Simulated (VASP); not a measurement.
A run of VASP 6.6.1:

File INCAR:

```
PREC = Accurate
ENCUT = 520
EDIFF = 1E-6
ISMEAR = 0
SIGMA = 0.01
LREAL = F
LASPH = T
NELM = 80
ALGO = Normal
ISIF = 2
LWAVE = F
LCHARG = F
GGA = PE
NBANDS = 26
```

The input KPOINTS:

```
regular mesh
0
Gamma
  6 6 4
```

POSCAR

```
GaN
1.0
    3.1831494038      0.0000000000      0.0000000000
   -1.5915747019      2.7566882477      0.0000000000
    0.0000000000      0.0000000000      5.1836255107
Ga N
2 2
Direct
    0.3333333333      0.6666666667     -0.0008868064
    0.6666666667      0.3333333333      0.4991131936
    0.3333333333      0.6666666667      0.3758868064
    0.6666666667      0.3333333333      0.8758868064
```

Potentials or basis: VASP PAW PBE potentials, release 64 (Ga_d, N).

Command:

```bash
$ cat potpaw_PBE.64/Ga_d/POTCAR potpaw_PBE.64/N/POTCAR > POTCAR
$ mpirun -np 1 vasp_std > vasp.out
```

Hardware: 1 thread of Intel Xeon 8259CL (shared host).

Question: Estimate the wall time of this run.

Answer: It took 28 s on 1 thread of Intel Xeon 8259CL, on a shared host, peak memory 0.17 GiB. Counts: scf iterations 14, k points 21.
